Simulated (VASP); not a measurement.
# Al4P (Im-3m) in VASP: density of states with PBE

Aim: the density of states of Al4P with PBE.

Everything below comes from runs of VASP 6.6.1. Logs are shortened: lines on timing, memory, paths and dates and some standing lists are left out, and cuts for length are marked.

## 1. The cell of the first run

It takes space group Im-3m (No. 229, cubic). Conventional cell: a = 5.788 Å, b = 5.788 Å, c = 5.788 Å, α = 90.00°, β = 90.00°, γ = 90.00°. Within 3.3 Å of Al (site symmetry -3m) lie 2 P at 2.51 Å and 6 Al at 2.89 Å. Within 3.3 Å of P (site symmetry m-3m) lie 8 Al at 2.51 Å.

## 2. Density of states, PBE

Contents of POSCAR:

```
Al4P
1.0
   -2.8942031158      2.8942031158      2.8942031158
    2.8942031158     -2.8942031158      2.8942031158
    2.8942031158      2.8942031158     -2.8942031158
Al P
4 1
Direct
    0.0000000000      0.5000000000      0.0000000000
    0.5000000000      0.5000000000      0.5000000000
    0.0000000000      0.0000000000      0.5000000000
    0.5000000000      0.0000000000      0.0000000000
    0.0000000000      0.0000000000      0.0000000000
```

Contents of INCAR.step1:

```
PREC = Accurate
ENCUT = 520
EDIFF = 1E-7
ISMEAR = 0
SIGMA = 0.1
LREAL = F
LASPH = T
NELM = 100
ALGO = Normal
ISIF = 2
LWAVE = F
LCHARG = T
GGA = PE
NBANDS = 16
```

Contents of KPOINTS.step1:

```
regular mesh
0
Gamma
  10 10 10
```

Contents of INCAR.step2:

```
PREC = Accurate
ENCUT = 520
EDIFF = 1E-7
ISMEAR = -5
SIGMA = 0.1
LREAL = F
LASPH = T
NELM = 100
ALGO = Normal
ISIF = 2
LWAVE = F
LCHARG = F
GGA = PE
LORBIT = 10
NEDOS = 2001
ICHARG = 11
```

Contents of KPOINTS.step2:

```
regular mesh
0
Gamma
  15 15 15
```

Potentials or basis: VASP PAW PBE potentials, release 64 (Al, P).

Started as:

```sh
$ cat potpaw_PBE.64/Al/POTCAR potpaw_PBE.64/P/POTCAR > POTCAR
$ cp INCAR.step1 INCAR
$ cp KPOINTS.step1 KPOINTS
$ mpirun -np 1 vasp_std > vasp.out
$ cp INCAR.step2 INCAR
$ cp KPOINTS.step2 KPOINTS
$ mpirun -np 1 vasp_std > vasp.out
```

OUTCAR:

```text
PREC = Accurate
   ENCUT = 520
   EDIFF = 1E-7
   ISMEAR = -5
   LREAL = F
   LASPH = T
   NELM = 100
   ISIF = 2
   GGA = PE
   LORBIT = 10
   ICHARG = 11

 ion  position               nearest neighbor table
   1  0.000  0.500  0.000-   5 2.51   5 2.51   4 2.89   2 2.89   3 2.89   3 2.89   2 2.89   4 2.89

   2  0.500  0.500  0.500-   5 2.51   5 2.51   4 2.89   1 2.89   4 2.89   1 2.89   3 2.89   3 2.89

   3  0.000  0.000  0.500-   5 2.51   5 2.51   4 2.89   1 2.89   2 2.89   1 2.89   4 2.89   2 2.89

   4  0.500  0.000  0.000-   5 2.51   5 2.51   3 2.89   1 2.89   2 2.89   2 2.89   3 2.89   1 2.89

   5  0.000  0.000  0.000-   1 2.51   2 2.51   3 2.51   4 2.51   3 2.51   1 2.51   4 2.51   2 2.51

  LATTYP: Found a body centered cubic cell.
 ALAT       =     5.7884062316

  Lattice vectors:

 A1 = (  -2.8942031158,   2.8942031158,   2.8942031158)
 A2 = (   2.8942031158,  -2.8942031158,   2.8942031158)
 A3 = (   2.8942031158,   2.8942031158,  -2.8942031158)

Analysis of symmetry for initial positions (statically):
=====================================================================
 Subroutine PRICEL returns:
 Original cell was already a primitive cell.

 Routine SETGRP: Setting up the symmetry group for a
 body centered cubic supercell.

 Subroutine GETGRP returns: Found 48 space group operations
 (whereof 48 operations were pure point group operations)
 out of a pool of 48 trial point group operations.

The static configuration has the point symmetry O_h .

Analysis of symmetry for dynamics (positions and initial velocities):
=====================================================================
 Subroutine PRICEL returns:
 Original cell was already a primitive cell.

 Routine SETGRP: Setting up the symmetry group for a
 body centered cubic supercell.

 Subroutine GETGRP returns: Found 48 space group operations
 (whereof 48 operations were pure point group operations)
 out of a pool of 48 trial point group operations.

The dynamic configuration has the point symmetry O_h .

 Subroutine INISYM returns: Found 48 space group operations
 (whereof 48 operations are pure point group operations),
 and found     1 'primitive' translations

----------------------------------------------------------------------------------------

                                     Primitive cell

  volume of cell :      96.9721

  direct lattice vectors                    reciprocal lattice vectors
    -2.894203116  2.894203116  2.894203116     0.000000000  0.172759126  0.172759126
[... 113 lines left out ...]
     AMIX     =   0.40;   BMIX     =  1.00
     AMIX_MAG =   1.60;   BMIX_MAG =  1.00
  volume/ion in A,a.u.               =      19.39       130.88
  Fermi-wavevector in a.u.,A,eV,Ry     =   0.916239  1.731441 11.422009  0.839494
  Thomas-Fermi vector in A             =   2.041072
   LORBIT       =     10    0 simple, 1 ext, 2 COOP (PROOUT), +10 PAW based schemes
   GGA     = PE    functional components
   LHFCALC =     F    Hartree Fock is set to
   AEXX    =    0.0000 exact exchange contribution
   IVDW    =     0    specifies the selected vdW correction
   LEPSILON=     F    determine dielectric tensor
   LRPA    =     F    only Hartree local field effects (RPA)
 non-spin polarized calculation
 Fermi weights with tetrahedron method with Bloechl corrections
  energy-cutoff  :      520.00
  volume of cell :       96.97
 maximum number of plane-waves:      2626
 NGX is ok and might be reduce to    40

 number of electron      17.0000001 magnetization

 Free energy of the ion-electron system (eV)
  ---------------------------------------------------
  ext. energy  EPLUGINS =         0.00000000
  ---------------------------------------------------
  free energy    TOTEN  =       -18.95536676 eV

  energy without entropy =      -18.95536676  energy(sigma->0) =      -18.95536676

 E-fermi :   6.3335     XC(G=0):  -9.5673

 val. band max:        6.4344936302   @ k =   0.2000   0.1333   0.1333
 cond. band min:       6.2952683291   @ k =  -0.2667   0.2667   0.2000
 fundamental gap:     -0.1392253011
 Fermi energy:         6.3334869420

 k-point     1 :       0.0000    0.0000    0.0000
  band No.  band energies     occupation
      1      -6.7156      2.00000
      2       0.9800      2.00000
      3       0.9800      2.00000
      4       0.9800      2.00000
      5       0.9908      2.00000
      6       4.1698      2.00000
      7       4.1698      2.00000
      8       4.1698      2.00000
      9       5.4878      2.00000
     10       5.4878      2.00000
     11       5.4878      2.00000
     12       7.8204      0.00000
[... 331 lines left out ...]
 k-point    24 :       0.4000    0.2000    0.0000
  band No.  band energies     occupation
      1      -6.1279      2.00000
      2      -1.6656      2.00000
      3      -0.6770      2.00000
      4       0.5881      2.00000
      5       2.2779      2.00000
      6       3.6587      2.00000
      7       5.1412      2.00000
      8       5.4535      2.00268
      9       6.7519     -0.10673
     10       7.1100      0.00000
     11       8.1807      0.00000
     12       8.6033      0.00000

 [... further k-points ...]
[... 5 lines left out ...]
  --------------------------------------------------------------------------------------
  -------------------------------------------------------------------------------------
  Total        0.1087607      0.1087607      0.1087607     -0.0000000      0.0000000      0.0000000
  in kB        1.7969477      1.7969477      1.7969477     -0.0000000      0.0000000      0.0000000
  external PRESSURE =       1.7969477 kB  Pullay stress =       0.0000000 kB

 VOLUME and BASIS-vectors are now :
 -----------------------------------------------------------------------------
  energy-cutoff  :      520.00
  volume of cell :       96.97
      direct lattice vectors                 reciprocal lattice vectors
    -2.894203116  2.894203116  2.894203116     0.000000000  0.172759126  0.172759126
     2.894203116 -2.894203116  2.894203116     0.172759126  0.000000000  0.172759126
     2.894203116  2.894203116 -2.894203116     0.172759126  0.172759126  0.000000000

 POSITION                                       TOTAL-FORCE (eV/Angst)
 -----------------------------------------------------------------------------------
      1.44710     -1.44710      1.44710         0.000000      0.000000     -0.000000
      1.44710      1.44710      1.44710         0.000000      0.000000      0.000000
      1.44710      1.44710     -1.44710        -0.000000     -0.000000      0.000000
     -1.44710      1.44710      1.44710        -0.000000     -0.000000     -0.000000
      0.00000      0.00000      0.00000        -0.000000     -0.000000     -0.000000
 -----------------------------------------------------------------------------------
    total drift:                               -0.000000      0.000000      0.000000

  FREE ENERGIE OF THE ION-ELECTRON SYSTEM (eV)
  ---------------------------------------------------
  free  energy   TOTEN  =       -18.9553667596 eV

  energy  without entropy=      -18.9553667596  energy(sigma->0) =      -18.95536676

 total charge

# of ion       s       p       d       tot
------------------------------------------
    1        0.453   0.305   0.000   0.759
    2        0.453   0.305   0.000   0.759
    3        0.453   0.305   0.000   0.759
    4        0.453   0.305   0.000   0.759
    5        1.061   1.442   0.000   2.504
--------------------------------------------------
tot          2.874   2.664   0.000   5.538
```

OSZICAR.step1:

```text
N       E                     dE             d eps       ncg     rms          rms(c)
DAV:   1     0.212020276945E+02    0.21202E+02   -0.57786E+03  1504   0.810E+02
DAV:   2    -0.173848925226E+02   -0.38587E+02   -0.35482E+02  2040   0.110E+02
DAV:   3    -0.192259673099E+02   -0.18411E+01   -0.18219E+01  2008   0.226E+01
DAV:   4    -0.192496837391E+02   -0.23716E-01   -0.23710E-01  1928   0.308E+00
DAV:   5    -0.192501946237E+02   -0.51088E-03   -0.51088E-03  2032   0.459E-01    0.597E+00
DAV:   6    -0.189582003315E+02    0.29199E+00   -0.53545E-01  1960   0.379E+00    0.347E+00
DAV:   7    -0.189509494270E+02    0.72509E-02   -0.16835E-01  2032   0.188E+00    0.146E+00
DAV:   8    -0.189458691595E+02    0.50803E-02   -0.25743E-02  1840   0.785E-01    0.207E-01
DAV:   9    -0.189447309236E+02    0.11382E-02   -0.54799E-03  1880   0.435E-01    0.140E-01
DAV:  10    -0.189448266377E+02   -0.95714E-04   -0.71161E-04  1864   0.142E-01    0.751E-02
DAV:  11    -0.189448125739E+02    0.14064E-04   -0.57482E-05  1904   0.404E-02    0.282E-02
DAV:  12    -0.189448099628E+02    0.26110E-05   -0.49181E-06  1968   0.116E-02    0.744E-03
DAV:  13    -0.189448096315E+02    0.33134E-06   -0.97439E-07  1992   0.514E-03    0.184E-03
DAV:  14    -0.189448094753E+02    0.15618E-06   -0.14151E-07  1160   0.222E-03    0.772E-04
DAV:  15    -0.189448094137E+02    0.61662E-07   -0.91421E-09   968   0.689E-04
   1 F= -.18944809E+02 E0= -.18936431E+02  d E =-.167573E-01
```

Wall time 2.6 min (1 thread of Intel Xeon 6975P-C, shared host); peak memory 0.32 GiB.

What came out:

- Valence electrons inside the program's atomic spheres: Al 0.76; P 2.50

Levels at points of the mesh, in eV from the Fermi level:
| k point | band 6 | band 7 | band 8 | band 9 | band 10 | band 11 |
| --- | --- | --- | --- | --- | --- | --- |
| (0.00, 0.00, 0.00) | -2.16 | -2.16 | -2.16 | -0.85 | -0.85 | -0.85 |

Caveat: tetrahedron occupations give inexact forces and stress in metals.
